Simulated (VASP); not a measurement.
# Mg5Se2 (C2/m) in VASP: relaxation of cell and atoms with PBE

Aim: the relaxation of cell and atoms of Mg5Se2 with PBE.

Everything below comes from runs of VASP 6.6.1. Logs are shortened: lines on timing, memory, paths and dates and some standing lists are left out, and cuts for length are marked.

## Step 1: The cell of the first run

Symmetry: C2/m, No. 12, monoclinic system. Conventional cell: a = 9.602 Å, b = 7.586 Å, c = 4.752 Å, α = 90.00°, β = 116.96°, γ = 90.00°. Within 3.3 Å of Mg (site symmetry 2/m) lie 4 Mg at 2.50 Å and 2 Se at 3.19 Å. Mg (site symmetry 1) has 3 Mg at 2.29 to 2.86 Å and 4 Se at 3.06 to 3.26 Å within 3.3 Å. Within 4.3 Å of Se (site symmetry m) lie 16 Mg at 3.06 to 4.20 Å and 4 Se at 3.61 to 4.27 Å.

The cell was built from a structure type or drawn by symmetry, and may not be a known phase.

## Step 2: Relaxation of cell and atoms, PBE

Input file INCAR:

```
PREC = Accurate
ENCUT = 600
EDIFF = 1E-6
ISMEAR = 0
SIGMA = 0.2
LREAL = F
LASPH = T
NELM = 80
ALGO = Normal
ISIF = 3
LWAVE = F
LCHARG = F
GGA = PE
IBRION = 2
NSW = 36
EDIFFG = -0.08
```

Input file KPOINTS:

```
regular mesh
0
Gamma
  3 3 4
```

Input file POSCAR:

```
Mg5Se2
1.0
    4.8009842900     -3.7931906200      0.0000000000
    4.8009842900      3.7931906200      0.0000000000
   -2.1549358400      0.0000000000      4.2358165400
Mg Se
5 2
Direct
    0.0000000000      0.0000000000      0.0000000000
    0.8546044800      0.3299162400      0.7589607400
    0.6700837600      0.1453955200      0.2410392600
    0.1453955200      0.6700837600      0.2410392600
    0.3299162400      0.8546044800      0.7589607400
    0.3183742800      0.3183742800      0.6413964200
    0.6816257200      0.6816257200      0.3586035800
```

Potentials or basis: VASP PAW PBE potentials, release 64 (Mg, Se).

Started as:

```
> cat potpaw_PBE.64/Mg/POTCAR potpaw_PBE.64/Se/POTCAR > POTCAR
> mpirun -np 1 vasp_std > vasp.out
```

OUTCAR:

```text
PREC = Accurate
   ENCUT = 600
   EDIFF = 1E-6
   ISMEAR = 0
   LREAL = F
   LASPH = T
   NELM = 80
   ISIF = 3
   GGA = PE
   IBRION = 2
   NSW = 36
   EDIFFG = -0.08

 ion  position               nearest neighbor table
   1  0.000  0.000  0.000-   2 2.50   3 2.50   4 2.50   5 2.50   6 3.19   7 3.19
   2  0.855  0.330  0.759-   3 2.29   1 2.50   4 2.86   6 3.06   7 3.13   6 3.14   3 3.47   5 3.61

   3  0.670  0.145  0.241-   2 2.29   1 2.50   5 2.86   7 3.06   6 3.13   7 3.14   2 3.47   4 3.61

   4  0.145  0.670  0.241-   5 2.29   1 2.50   2 2.86   7 3.06   6 3.13   7 3.14   5 3.47   3 3.61

   5  0.330  0.855  0.759-   4 2.29   1 2.50   3 2.86   6 3.06   7 3.13   6 3.14   4 3.47   2 3.61

   6  0.318  0.318  0.641-   2 3.06   5 3.06   4 3.13   3 3.13   2 3.14   5 3.14   1 3.19
   7  0.682  0.682  0.359-   3 3.06   4 3.06   2 3.13   5 3.13   3 3.14   4 3.14   1 3.19

  LATTYP: Found a base centered monoclinic cell.
 ALAT       =     9.6019685800
 B/A-ratio  =     0.7900860305
 C/A-ratio  =     0.4949465782
 COS(beta)  =    -0.4534357287

  Lattice vectors:

 A1 = (   4.8009842900,  -3.7931906200,   0.0000000000)
 A2 = (   4.8009842900,   3.7931906200,   0.0000000000)
 A3 = (  -2.1549358400,   0.0000000000,   4.2358165400)

Analysis of symmetry for initial positions (statically):
=====================================================================
 Subroutine PRICEL returns:
 Original cell was already a primitive cell.

 Routine SETGRP: Setting up the symmetry group for a
 base centered monoclinic supercell.

 Subroutine GETGRP returns: Found  4 space group operations
 (whereof  4 operations were pure point group operations)
 out of a pool of  4 trial point group operations.

The static configuration has the point symmetry C_2h.

Analysis of symmetry for dynamics (positions and initial velocities):
=====================================================================
 Subroutine PRICEL returns:
 Original cell was already a primitive cell.

 Routine SETGRP: Setting up the symmetry group for a
 base centered monoclinic supercell.

 Subroutine GETGRP returns: Found  4 space group operations
 (whereof  4 operations were pure point group operations)
 out of a pool of  4 trial point group operations.

The dynamic configuration has the point symmetry C_2h.

 Subroutine INISYM returns: Found  4 space group operations
 (whereof  4 operations are pure point group operations),
 and found     1 'primitive' translations

----------------------------------------------------------------------------------------

                                     Primitive cell

  volume of cell :     154.2773

  direct lattice vectors                    reciprocal lattice vectors
     4.800984290 -3.793190620  0.000000000     0.104145311 -0.131815152  0.052983046
     4.800984290  3.793190620  0.000000000     0.104145311  0.131815152  0.052983046
    -2.154935840  0.000000000  4.235816540     0.000000000  0.000000000  0.236081990

  length of vectors
     6.118639165  6.118639165  4.752461492     0.176149605  0.176149605  0.236081990

  position of ions in fractional coordinates (direct lattice)
     0.000000000  0.000000000  0.000000000
     0.854604480  0.329916240  0.758960740
     0.670083760  0.145395520  0.241039260
     0.145395520  0.670083760  0.241039260
     0.329916240  0.854604480  0.758960740
     0.318374280  0.318374280  0.641396420
     0.681625720  0.681625720  0.358603580

  ion indices of the primitive-cell ions
   primitive index   ion index
                 1           1
                 2           2
                 3           3
                 4           4
                 5           5
                 6           6
                 7           7

----------------------------------------------------------------------------------------

 KPOINTS: regular mesh

Automatic generation of k-mesh.
 Grid dimensions read from file:
 generate k-points for:    3    3    4

 Generating k-lattice:

  Cartesian coordinates                     Fractional coordinates (reciprocal lattice)
     0.034715104 -0.043938384  0.017661015     0.333333333 -0.000000000  0.000000000
     0.034715104  0.043938384  0.017661015    -0.000000000  0.333333333  0.000000000
     0.000000000  0.000000000  0.059020498     0.000000000  0.000000000  0.250000000

  Length of vectors
     0.058716535  0.058716535  0.059020498

  Shift w.r.t. Gamma in fractional coordinates (k-lattice)
     0.000000000  0.000000000  0.000000000

 Subroutine IBZKPT returns following result:
 ===========================================

 Found     14 irreducible k-points:

 Following reciprocal coordinates:
            Coordinates               Weight
  0.000000  0.000000  0.000000      1.000000
  0.333333  0.000000  0.000000      4.000000
  0.333333  0.333333  0.000000      2.000000
 -0.333333  0.333333  0.000000      2.000000
  0.000000  0.000000  0.250000      2.000000
  0.333333  0.000000  0.250000      4.000000
 -0.333333 -0.000000  0.250000      4.000000
  0.333333  0.333333  0.250000      2.000000
 -0.333333  0.333333  0.250000      4.000000
 -0.333333 -0.333333  0.250000      2.000000
  0.000000  0.000000  0.500000      1.000000
  0.333333  0.000000  0.500000      4.000000
  0.333333  0.333333  0.500000      2.000000
 -0.333333  0.333333  0.500000      2.000000
   k-points           NKPTS =     14   k-points in BZ     NKDIM =     14   number of bands    NBANDS=     15
   number of dos      NEDOS =    301   number of ions     NIONS =      7
   total plane-waves  NPLWV = 100000
   dimension x,y,z NGX =    50 NGY =   50 NGZ =   40
   dimension x,y,z NGXF=   100 NGYF=  100 NGZF=   80
   ions per type =               5   2
   NGX,Y,Z   is equivalent  to a cutoff of  13.59, 13.59, 13.99 a.u.
   NGXF,Y,Z  is equivalent  to a cutoff of  27.17, 27.17, 27.98 a.u.
 SYSTEM =  unknown system
   PREC   = accura    normal or accurate (medium, high low for compatibility)
   ISTART =      0    job   : 0-new  1-cont  2-samecut
   ICHARG =      2    charge: 1-file 2-atom 10-const
   ISPIN  =      1    spin polarized calculation?
   LNONCOLLINEAR =      F non collinear calculations
   LSORBIT =      F    spin-orbit coupling
   LASPH  =      T    aspherical Exc in radial PAW
   ENCUT  =  600.0 eV  44.10 Ry    6.64 a.u.  12.22 12.22  9.49*2*pi/ulx,y,z
   NELM   =     80;   NELMIN=  2; NELMDL= -5     # of ELM steps
   EDIFF  = 0.1E-05   stopping-criterion for ELM
   LREAL  =      F    real-space projection
   EDIFFG = -.8E-01   stopping-criterion for IOM
   NSW    =     36    number of steps for IOM
   IBRION =      2    ionic relax: 0-MD 1-quasi-New 2-CG
   NFREE  =      1    steps in history (QN), initial steepest desc. (CG)
   ISIF   =      3    stress and relaxation
   ISYM   =      2    0-nonsym 1-usesym 2-fastsym
   POTIM  = 0.5000    time-step for ionic-motion
   TEBEG  =    0.0;   TEEND  =   0.0 temperature during run
   PSTRESS=    0.0 pullay stress
   NELECT =      22.0000    total number of electrons
   NUPDOWN=      -1.0000    fix difference up-down
   EMIN   =  10.00;   EMAX   =-10.00  energy-range for DOS
   EFERMI =   0.00;   METHOD = LEGACY
   ISMEAR =     0;   SIGMA  =   0.20  broadening in eV -4-tet -1-fermi 0-gaus
   EFERMI_NEDOS =   21; number of points for ismear=-14 and -15
   IALGO  =     38    algorithm
   IMIX   =      4    mixing-type and parameters
     AMIX     =   0.40;   BMIX     =  1.00
     AMIX_MAG =   1.60;   BMIX_MAG =  1.00
  volume/ion in A,a.u.               =      22.04       148.73
  Fermi-wavevector in a.u.,A,eV,Ry     =   0.855293  1.616270  9.953022  0.731526
  Thomas-Fermi vector in A             =   1.972020
   LORBIT       =      0    0 simple, 1 ext, 2 COOP (PROOUT), +10 PAW based schemes
   GGA     = PE    functional components
   LHFCALC =     F    Hartree Fock is set to
   AEXX    =    0.0000 exact exchange contribution
   IVDW    =     0    specifies the selected vdW correction
   LEPSILON=     F    determine dielectric tensor
   LRPA    =     F    only Hartree local field effects (RPA)
 conjugate gradient relaxation of ions
 non-spin polarized calculation
 Gauss-broadening in eV      SIGMA  =   0.20
  energy-cutoff  :      600.00
  volume of cell :      154.28
 maximum number of plane-waves:      5175
 NGX is ok and might be reduce to    50
   NGX = 25   NGY = 25   NGZ = 19

--------------------------------------- Ionic step        1  -------------------------------------------

 number of electron      22.0000001 magnetization

 Free energy of the ion-electron system (eV)
  ---------------------------------------------------
  ext. energy  EPLUGINS =         0.00000000
  ---------------------------------------------------
  free energy    TOTEN  =       -12.24029911 eV

  energy without entropy =      -12.18195234  energy(sigma->0) =      -12.21112572

------------------------ aborting loop because EDIFF is reached ----------------------------------------

  FORCE on cell =-STRESS in cart. coord.  units (eV):
  Direction    XX          YY          ZZ          XY          YZ          ZX
  --------------------------------------------------------------------------------------
  -------------------------------------------------------------------------------------
  Total        4.5066240      3.6433633     14.2387858      0.0000000      0.0000000      5.4931898
  in kB       46.8015050     37.8365015    147.8704689      0.0000000      0.0000000     57.0470379
  external PRESSURE =      77.5028251 kB  Pullay stress =       0.0000000 kB
[... 104 lines left out ...]
  FREE ENERGIE OF THE ION-ELECTRON SYSTEM (eV)
  ---------------------------------------------------
  free  energy   TOTEN  =       -14.3786744486 eV

  energy  without entropy=      -14.3032504547  energy(sigma->0) =      -14.34096245

[... ionic steps 4 to 33 ...]

--------------------------------------- Ionic step       34  -------------------------------------------

 number of electron      21.9999999 magnetization

------------------------ aborting loop because EDIFF is reached ----------------------------------------

  FORCE on cell =-STRESS in cart. coord.  units (eV):
  Direction    XX          YY          ZZ          XY          YZ          ZX
  --------------------------------------------------------------------------------------
  -------------------------------------------------------------------------------------
  Total       -0.1502374     -0.2260367      0.2626321      0.0000000      0.0000000     -0.2509889
  in kB       -1.4440369     -2.1725968      2.5243408      0.0000000      0.0000000     -2.4124298
  external PRESSURE =      -0.3640977 kB  Pullay stress =       0.0000000 kB
[... 67 lines left out ...]
  energy  without entropy=      -17.6370800914  energy(sigma->0) =      -17.65734951

--------------------------------------- Ionic step       36  -------------------------------------------

 number of electron      21.9999998 magnetization

 Free energy of the ion-electron system (eV)
  ---------------------------------------------------
  ext. energy  EPLUGINS =         0.00000000
  ---------------------------------------------------
  free energy    TOTEN  =       -17.68415808 eV

  energy without entropy =      -17.64347367  energy(sigma->0) =      -17.66381588

 E-fermi :   3.5520     XC(G=0):  -8.6412

 val. band max:        3.5283531781   @ k =  -0.3333  -0.0000   0.2500
 cond. band min:       3.7410625409   @ k =   0.3333   0.3333   0.5000
 fundamental gap:      0.2127093629
 Fermi energy:         3.5520399864

 k-point     1 :       0.0000    0.0000    0.0000
  band No.  band energies     occupation
      1     -10.7876      2.00000
      2     -10.2917      2.00000
      3      -2.7924      2.00000
      4      -1.8496      2.00000
      5      -1.5390      2.00000
      6      -1.2435      2.00000
      7       0.1548      2.00000
      8       0.6100      2.00000
      9       0.8483      2.00000
     10       1.3928      2.00000
     11       3.7451      0.17227
     12       4.5415      0.00000
     13       4.6553      0.00000
     14       6.4630      0.00000
     15       7.2051      0.00000
[... 266 lines left out ...]
  FREE ENERGIE OF THE ION-ELECTRON SYSTEM (eV)
  ---------------------------------------------------
  free  energy   TOTEN  =       -17.6841580833 eV

  energy  without entropy=      -17.6434736725  energy(sigma->0) =      -17.66381588

 reached required accuracy - stopping structural energy minimisation
```

Run time: 9.8 min. Hardware: 1 thread of Intel Xeon 6975P-C (Granite Rapids), shared host; peak memory 0.33 GiB.

Results:

- Free energy: -17.6842 eV
- Relaxed volume: 23.71 Å³/atom
- Relaxed cell: a = 7.163 Å, b = 7.163 Å, c = 3.757 Å, α = 100.72°, β = 100.72°, γ = 61.88°
- Space group after relaxing (to 0.1 Å): C2/m (No. 12)
- Energy gained by relaxing: 777.7 meV/atom
- Ionic steps: 36
- Pressure after relaxing: 0.2 GPa
- Largest force after relaxing: 0.047 eV/Å
- Band gap on the k mesh: zero (bands 11 and 12 overlap by 0.85 eV)

Forces on the atoms (eV/Å):
```
Mg   0.000  0.000  0.000
Mg   0.030 -0.032 -0.017
Mg  -0.030 -0.032  0.017
Mg  -0.030  0.032  0.017
Mg   0.030  0.032 -0.017
Se   0.012  0.000  0.002
Se  -0.012  0.000 -0.002
```

Step by step:
| step | energy change (eV) | largest force (eV/Å) | pressure (GPa) | volume (Å³) |
| --- | --- | --- | --- | --- |
| 1 | 0.0000 | 3.0626 | 7.75 | 154.28 |
| 2 | -2.0323 | 1.5261 | -0.15 | 178.84 |
| 3 | -2.1384 | 1.4775 | -1.11 | 184.34 |
| 4 | -2.1744 | 1.4065 | -2.52 | 195.56 |
| 5 | -2.1831 | 1.4306 | -2.11 | 191.82 |
| 6 | -2.8879 | 1.2944 | -1.83 | 186.51 |
| 7 | -3.7784 | 1.1358 | 2.76 | 169.29 |
| 8 | -3.8346 | 0.5338 | 0.44 | 174.89 |
| 9 | -3.8674 | 0.4864 | 1.13 | 172.92 |
| 10 | -4.0818 | 0.5180 | -0.32 | 178.25 |
| 11 | -4.1356 | 0.5101 | -1.38 | 183.40 |
| 12 | -4.2719 | 0.5470 | -0.46 | 175.38 |
| 13 | -4.3191 | 0.5444 | 0.81 | 167.73 |
| 14 | -4.4389 | 0.2758 | 0.51 | 167.00 |
| 15 | -4.4889 | 0.2728 | 0.66 | 165.87 |
| 16 | -4.6196 | 0.2835 | -0.34 | 170.17 |
| 17 | -4.6746 | 0.2866 | -1.13 | 174.93 |
| 18 | -4.7667 | 0.2921 | 0.29 | 169.30 |
| 19 | -4.7717 | 0.2882 | 0.81 | 167.46 |
| 20 | -4.8557 | 0.1590 | 0.21 | 169.38 |
| 21 | -4.8738 | 0.1431 | -0.21 | 170.82 |
| 22 | -4.9169 | 0.1714 | -0.04 | 169.36 |
| 23 | -4.9693 | 0.3215 | 0.81 | 164.50 |
| 24 | -4.9917 | 0.3324 | 0.66 | 165.11 |
| 25 | -5.0697 | 0.3335 | 0.22 | 166.81 |
| 26 | -5.2308 | 0.2627 | -0.43 | 169.66 |
| 27 | -4.9604 | 0.9174 | 0.48 | 173.20 |
| 28 | -5.2595 | 0.2765 | -0.46 | 170.67 |
| 29 | -5.3068 | 0.3663 | -0.26 | 170.33 |
| 30 | -5.3074 | 0.3832 | -0.23 | 170.27 |
| 31 | -5.3546 | 0.3301 | -0.23 | 169.34 |
| 32 | -5.4157 | 0.2246 | 0.03 | 166.83 |
| 33 | -5.4167 | 0.2112 | 0.11 | 166.37 |
| 34 | -5.4315 | 0.1236 | -0.04 | 166.69 |
| 35 | -5.4373 | 0.0483 | -0.16 | 167.04 |
| 36 | -5.4439 | 0.0468 | 0.16 | 165.97 |

Final structure:
```xyz
7
Lattice="6.0734 -3.6830 0.9284 6.0734 3.6830 0.9284 -1.3595 0.0000 3.5021" Properties=species:S:1:pos:R:3 pbc="T T T"
Mg    0.0000    0.0000    0.0000
Mg    6.6516   -1.5051    3.3845
Mg    4.1358   -1.5051    1.9744
Mg    4.1358    1.5051    1.9744
Mg    6.6516    1.5051    3.3845
Se    2.1198    0.0000    3.2090
Se    8.6676    0.0000    2.1499
```

Caveat: the k points lie up to 0.43 Å⁻¹ apart in the final cell, too coarse for converged energies and pressures of a metal; a cell axis changed by over 15 % at a fixed basis, so the end point is rough; the relaxation stopped at a loose force limit of 0.08 eV/Å, so its end isn't a converged minimum.
